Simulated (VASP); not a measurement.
# YSe2 (Fm-3m) in VASP: single point with PBEsol

Aim: the single point of YSe2 with PBEsol.

Everything below comes from runs of VASP 6.6.1. Logs are shortened: lines on timing, memory, paths and dates and some standing lists are left out, and cuts for length are marked.

**1. The cell of the first run**

The structure is cubic, space group Fm-3m (No. 225). Conventional cell: a = 6.757 Å, b = 6.757 Å, c = 6.757 Å, α = 90.00°, β = 90.00°, γ = 90.00°. Y (site symmetry m-3m) has 8 Se at 2.93 Å within 3.9 Å. Within 3.9 Å of Se (site symmetry -43m) lie 4 Y at 2.93 Å and 6 Se at 3.38 Å.

**2. Single point, PBEsol (25.71 Å³/atom)**

INCAR reads:

```
PREC = Accurate
ENCUT = 520
EDIFF = 1E-6
ISMEAR = 0
SIGMA = 0.05
LREAL = False
LASPH = True
NELM = 100
ALGO = Fast
ISIF = 2
LWAVE = False
LCHARG = False
GGA = PS
NBANDS = 18
```

KPOINTS reads:

```
regular mesh
0
Gamma
  8 8 8
```

POSCAR reads:

```
YSe2
1.0
    0.0000000000      3.3784000855      3.3784000855
    3.3784000855      0.0000000000      3.3784000855
    3.3784000855      3.3784000855      0.0000000000
Y Se
1 2
Direct
    0.0000000000      0.0000000000      0.0000000000
    0.2500000000      0.2500000000      0.2500000000
    0.7500000000      0.7500000000      0.7500000000
```

Potentials or basis: VASP PAW PBE potentials, release 64 (Y_sv, Se).

Started as:

```
$ cat potpaw_PBE.64/Y_sv/POTCAR potpaw_PBE.64/Se/POTCAR > POTCAR
$ mpirun -np 1 vasp_std > vasp.out
```

OUTCAR:

```text
PREC = Accurate
   ENCUT = 520
   EDIFF = 1E-6
   ISMEAR = 0
   LREAL = False
   LASPH = True
   NELM = 100
   ISIF = 2
   GGA = PS

 ion  position               nearest neighbor table
   1  0.000  0.000  0.000-   3 2.93   3 2.93   3 2.93   2 2.93   3 2.93   2 2.93   2 2.93   2 2.93

   2  0.250  0.250  0.250-   1 2.93   1 2.93   1 2.93   1 2.93
   3  0.750  0.750  0.750-   1 2.93   1 2.93   1 2.93   1 2.93

  LATTYP: Found a face centered cubic cell.
 ALAT       =     6.7568001710

  Lattice vectors:

 A1 = (   0.0000000000,   3.3784000855,   3.3784000855)
 A2 = (   3.3784000855,   0.0000000000,   3.3784000855)
 A3 = (   3.3784000855,   3.3784000855,   0.0000000000)

Analysis of symmetry for initial positions (statically):
=====================================================================
 Subroutine PRICEL returns:
 Original cell was already a primitive cell.

 Routine SETGRP: Setting up the symmetry group for a
 face centered cubic supercell.

 Subroutine GETGRP returns: Found 48 space group operations
 (whereof 48 operations were pure point group operations)
 out of a pool of 48 trial point group operations.

The static configuration has the point symmetry O_h .

Analysis of symmetry for dynamics (positions and initial velocities):
=====================================================================
 Subroutine PRICEL returns:
 Original cell was already a primitive cell.

 Routine SETGRP: Setting up the symmetry group for a
 face centered cubic supercell.

 Subroutine GETGRP returns: Found 48 space group operations
 (whereof 48 operations were pure point group operations)
 out of a pool of 48 trial point group operations.

The dynamic configuration has the point symmetry O_h .

 Subroutine INISYM returns: Found 48 space group operations
 (whereof 48 operations are pure point group operations),
 and found     1 'primitive' translations

----------------------------------------------------------------------------------------

                                     Primitive cell

  volume of cell :      77.1193

  direct lattice vectors                    reciprocal lattice vectors
     0.000000000  3.378400086  3.378400086    -0.147999049  0.147999049  0.147999049
     3.378400086  0.000000000  3.378400086     0.147999049 -0.147999049  0.147999049
     3.378400086  3.378400086  0.000000000     0.147999049  0.147999049 -0.147999049

  length of vectors
     4.777779220  4.777779220  4.777779220     0.256341872  0.256341872  0.256341872

  position of ions in fractional coordinates (direct lattice)
     0.000000000  0.000000000  0.000000000
     0.250000000  0.250000000  0.250000000
     0.750000000  0.750000000  0.750000000

  ion indices of the primitive-cell ions
   primitive index   ion index
                 1           1
                 2           2
                 3           3

----------------------------------------------------------------------------------------

 KPOINTS: regular mesh

Automatic generation of k-mesh.
 Grid dimensions read from file:
 generate k-points for:    8    8    8

 Generating k-lattice:

  Cartesian coordinates                     Fractional coordinates (reciprocal lattice)
    -0.018499881  0.018499881  0.018499881     0.125000000  0.000000000  0.000000000
     0.018499881 -0.018499881  0.018499881     0.000000000  0.125000000  0.000000000
     0.018499881  0.018499881 -0.018499881     0.000000000  0.000000000  0.125000000

  Length of vectors
     0.032042734  0.032042734  0.032042734

  Shift w.r.t. Gamma in fractional coordinates (k-lattice)
     0.000000000  0.000000000  0.000000000

 Subroutine IBZKPT returns following result:
 ===========================================

 Found     29 irreducible k-points:

 Following reciprocal coordinates:
            Coordinates               Weight
  0.000000  0.000000  0.000000      1.000000
  0.125000  0.000000  0.000000      8.000000
  0.250000  0.000000  0.000000      8.000000
  0.375000  0.000000  0.000000      8.000000
  0.500000  0.000000  0.000000      4.000000
  0.125000  0.125000  0.000000      6.000000
[... 16 lines left out ...]
  0.500000  0.250000  0.125000     48.000000
 -0.375000  0.250000  0.125000     24.000000
 [... further k-points ...]
   k-points           NKPTS =     29   k-points in BZ     NKDIM =     29   number of bands    NBANDS=     18
   number of dos      NEDOS =    301   number of ions     NIONS =      3
   total plane-waves  NPLWV =  46656
   dimension x,y,z NGX =    36 NGY =   36 NGZ =   36
   dimension x,y,z NGXF=    72 NGYF=   72 NGZF=   72
   ions per type =               1   2
   NGX,Y,Z   is equivalent  to a cutoff of  12.53, 12.53, 12.53 a.u.
   NGXF,Y,Z  is equivalent  to a cutoff of  25.05, 25.05, 25.05 a.u.
 SYSTEM =  unknown system
   PREC   = accura    normal or accurate (medium, high low for compatibility)
   ISTART =      0    job   : 0-new  1-cont  2-samecut
   ICHARG =      2    charge: 1-file 2-atom 10-const
   ISPIN  =      1    spin polarized calculation?
   LNONCOLLINEAR =      F non collinear calculations
   LSORBIT =      F    spin-orbit coupling
   LASPH  =      T    aspherical Exc in radial PAW
   ENCUT  =  520.0 eV  38.22 Ry    6.18 a.u.   8.88  8.88  8.88*2*pi/ulx,y,z
   NELM   =    100;   NELMIN=  2; NELMDL= -5     # of ELM steps
   EDIFF  = 0.1E-05   stopping-criterion for ELM
   LREAL  =      F    real-space projection
   EDIFFG = 0.1E-04   stopping-criterion for IOM
   NSW    =      0    number of steps for IOM
   IBRION =     -1    ionic relax: 0-MD 1-quasi-New 2-CG
   NFREE  =      0    steps in history (QN), initial steepest desc. (CG)
   ISIF   =      2    stress and relaxation
   ISYM   =      2    0-nonsym 1-usesym 2-fastsym
   POTIM  = 0.5000    time-step for ionic-motion
   TEBEG  =    0.0;   TEEND  =   0.0 temperature during run
   PSTRESS=    0.0 pullay stress
   NELECT =      23.0000    total number of electrons
   NUPDOWN=      -1.0000    fix difference up-down
   EMIN   =  10.00;   EMAX   =-10.00  energy-range for DOS
   EFERMI =   0.00;   METHOD = LEGACY
   ISMEAR =     0;   SIGMA  =   0.05  broadening in eV -4-tet -1-fermi 0-gaus
   EFERMI_NEDOS =   21; number of points for ismear=-14 and -15
   IALGO  =     68    algorithm
   IMIX   =      4    mixing-type and parameters
     AMIX     =   0.40;   BMIX     =  1.00
     AMIX_MAG =   1.60;   BMIX_MAG =  1.00
  volume/ion in A,a.u.               =      25.71       173.48
  Fermi-wavevector in a.u.,A,eV,Ry     =   1.093779  2.066943 16.277373  1.196353
  Thomas-Fermi vector in A             =   2.230071
   LORBIT       =      0    0 simple, 1 ext, 2 COOP (PROOUT), +10 PAW based schemes
   GGA     = PS    functional components
   LHFCALC =     F    Hartree Fock is set to
   AEXX    =    0.0000 exact exchange contribution
   IVDW    =     0    specifies the selected vdW correction
   LEPSILON=     F    determine dielectric tensor
   LRPA    =     F    only Hartree local field effects (RPA)
 non-spin polarized calculation
 RMM-DIIS sequential band-by-band and
 Gauss-broadening in eV      SIGMA  =   0.05
  energy-cutoff  :      520.00
  volume of cell :       77.12
 maximum number of plane-waves:      2120
   NGX = 17   NGY = 17   NGZ = 17

 number of electron      23.0000000 magnetization

 Free energy of the ion-electron system (eV)
  ---------------------------------------------------
  ext. energy  EPLUGINS =         0.00000000
  ---------------------------------------------------
  free energy    TOTEN  =       -18.57801417 eV

  energy without entropy =      -18.57748364  energy(sigma->0) =      -18.57774890

 E-fermi :   2.9135     XC(G=0):  -9.6516

 val. band max:        2.8182454396   @ k =  -0.2500   0.1250   0.0000
 cond. band min:       2.9372478584   @ k =   0.3750   0.3750   0.0000
 fundamental gap:      0.1190024188
 Fermi energy:         2.9135083175

 k-point     1 :       0.0000    0.0000    0.0000
  band No.  band energies     occupation
      1     -39.1246      2.00000
      2     -19.1437      2.00000
      3     -19.1437      2.00000
      4     -19.1437      2.00000
      5     -10.2246      2.00000
      6      -7.8833      2.00000
[... 10 lines left out ...]
     17       8.7689      0.00000
     18       8.7692      0.00000

 k-point     2 :       0.1250    0.0000    0.0000
  band No.  band energies     occupation
      1     -39.1243      2.00000
      2     -19.1552      2.00000
      3     -19.1450      2.00000
      4     -19.1450      2.00000
      5     -10.1205      2.00000
      6      -8.0043      2.00000
[... 10 lines left out ...]
     17       8.5919      0.00000
     18       8.5920      0.00000

 k-point     3 :       0.2500    0.0000    0.0000
  band No.  band energies     occupation
      1     -39.1236      2.00000
      2     -19.1824      2.00000
      3     -19.1482      2.00000
      4     -19.1482      2.00000
      5      -9.8417      2.00000
      6      -8.2967      2.00000
[... 10 lines left out ...]
     17       8.6015      0.00000
     18       9.4790      0.00000

 k-point     4 :       0.3750    0.0000    0.0000
  band No.  band energies     occupation
      1     -39.1228      2.00000
      2     -19.2092      2.00000
      3     -19.1513      2.00000
      4     -19.1513      2.00000
      5      -9.4782      2.00000
      6      -8.6388      2.00000
[... 375 lines left out ...]
      4     -19.1521      2.00000
      5      -9.6237      2.00000
      6      -8.4667      2.00000
[... 10 lines left out ...]
     17       8.9613      0.00000
     18       9.6177      0.00000

 k-point    23 :       0.5000    0.2500    0.1250
  band No.  band energies     occupation
      1     -39.1224      2.00000
      2     -19.2044      2.00000
      3     -19.1702      2.00000
      4     -19.1555      2.00000
      5      -9.3142      2.00000
      6      -8.7148      2.00000
[... 10 lines left out ...]
     17       8.6169      0.00000
     18      10.4410      0.00000

 k-point    24 :      -0.3750    0.2500    0.1250
  band No.  band energies     occupation
      1     -39.1222      2.00000
      2     -19.2095      2.00000
      3     -19.1743      2.00000
      4     -19.1572      2.00000
      5      -9.0852      2.00000
      6      -8.9107      2.00000
[... 10 lines left out ...]
     17       8.5553      0.00000
     18      10.2576      0.00000

 [... further k-points ...]

------------------------ aborting loop because EDIFF is reached ----------------------------------------

  FORCE on cell =-STRESS in cart. coord.  units (eV):
  Direction    XX          YY          ZZ          XY          YZ          ZX
  --------------------------------------------------------------------------------------
  -------------------------------------------------------------------------------------
  Total        0.0191269      0.0191269      0.0191269     -0.0000000      0.0000000      0.0000000
  in kB        0.3973674      0.3973674      0.3973674     -0.0000000      0.0000000      0.0000000
  external PRESSURE =       0.3973674 kB  Pullay stress =       0.0000000 kB

 VOLUME and BASIS-vectors are now :
 -----------------------------------------------------------------------------
  energy-cutoff  :      520.00
  volume of cell :       77.12
      direct lattice vectors                 reciprocal lattice vectors
     0.000000000  3.378400086  3.378400086    -0.147999049  0.147999049  0.147999049
     3.378400086  0.000000000  3.378400086     0.147999049 -0.147999049  0.147999049
     3.378400086  3.378400086  0.000000000     0.147999049  0.147999049 -0.147999049

 POSITION                                       TOTAL-FORCE (eV/Angst)
 -----------------------------------------------------------------------------------
      0.00000      0.00000      0.00000        -0.000000      0.000000     -0.000000
      1.68920      1.68920      1.68920         0.000000      0.000000     -0.000000
      5.06760      5.06760      5.06760        -0.000000     -0.000000      0.000000
 -----------------------------------------------------------------------------------
    total drift:                               -0.000000      0.000000      0.000000

  FREE ENERGIE OF THE ION-ELECTRON SYSTEM (eV)
  ---------------------------------------------------
  free  energy   TOTEN  =       -18.5780141694 eV

  energy  without entropy=      -18.5774836381  energy(sigma->0) =      -18.57774890
```

Run time: 2.8 min. Hardware: 1 thread of Oxide Virtual Turin-like, shared host; peak memory 0.21 GiB.

What came out:

* Free energy: -18.5780 eV
* Pressure: 0.0 GPa
* Band gap on the k mesh: zero (an odd number of electrons rules out a gap without spin polarisation)

Levels at points of the mesh, in eV from the Fermi level:
```
           k point  band 7  band 8  band 9  band 10  band 11  band 12  band 13  band 14  band 15  band 16
(0.00, 0.00, 0.00)   -3.51   -3.51   -3.51     0.19     0.19     0.19     2.26     2.26     4.48     5.86
(0.50, 0.00, 0.00)   -2.70   -2.70   -2.27    -1.90    -1.49    -1.49     2.83     2.83     4.16     6.29
(0.50, 0.50, 0.00)   -4.71   -3.07   -3.07    -0.37    -0.37     1.19     1.94     3.46     4.14     5.15
```

Caveat: the PAW data sets were made with another functional, which shifts forces and pressure a little; an odd number of electrons without spin polarisation forces a metal; a magnetic or distorted state may lie lower.

The gap in the log of VASP goes by the Fermi energy; the results here count the filled bands.